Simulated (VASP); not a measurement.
Here is a VASP 6.6.1 calculation.

INCAR

```
  ALGO = Normal
  EDIFF = 1E-7
  EDIFFG = -0.025
  ENCUT = 600
  GGA = PE
  IBRION = 2
  ISIF = 3
  ISMEAR = 0
  LASPH = True
  LCHARG = False
  LREAL = False
  LWAVE = False
  NELM = 60
  NSW = 80
  PREC = Accurate
  SIGMA = 0.2
```

File KPOINTS:

```
k-points
0
Gamma
  4 4 2
```

POSCAR

```
Si
1.0
    3.1313890873      1.7586914689      3.4656278888
   -3.0236981723      1.7863876598      3.3523659334
    0.1556621247     -7.3057379047      6.9319734094
Si
12
Direct
    0.0949665772      0.1507352901      0.2568473164
    0.1537922631      0.1487989365      0.7644539518
    0.5279900849      0.1517443750      0.0792778401
    0.5599550724      0.1393860501      0.5859775235
    0.1182291995      0.5825490157      0.0539155463
    0.1203057091      0.5463811481      0.5827405321
    0.4674516926      0.8705942009      0.4449051743
    0.4440671474      0.9037768157      0.9278254070
    0.8793715748      0.8366311538      0.2149519377
    0.8881036939      0.8055715228      0.7256070983
    0.8376923753      0.4541016799      0.4263960998
    0.9080746098      0.4097298114      0.9371015727
```

Potentials or basis: VASP PAW PBE potentials, release 64 (Si).

Command:

```sh
$ cat potpaw_PBE.64/Si/POTCAR > POTCAR
$ mpirun -np 1 vasp_std > vasp.out
```

Q: Predict the relaxed cell.

A: a = 5.184 Å, b = 5.117 Å, c = 9.650 Å, α = 72.54°, β = 78.77°, γ = 87.43°.

Q: Predict the space group after relaxing (to 0.1 Å).

A: P-1 (No. 2).

Forces on the atoms (eV/Å):
```
Si  -0.013 -0.016  0.005
Si  -0.009  0.010  0.008
Si  -0.008 -0.002 -0.005
Si   0.001 -0.006  0.000
Si   0.002 -0.012 -0.005
Si   0.001  0.006  0.005
Si   0.005  0.010  0.019
Si   0.004 -0.002 -0.005
Si   0.000  0.007 -0.005
Si   0.016  0.012 -0.005
Si   0.003 -0.002 -0.001
Si  -0.003 -0.004 -0.012
```
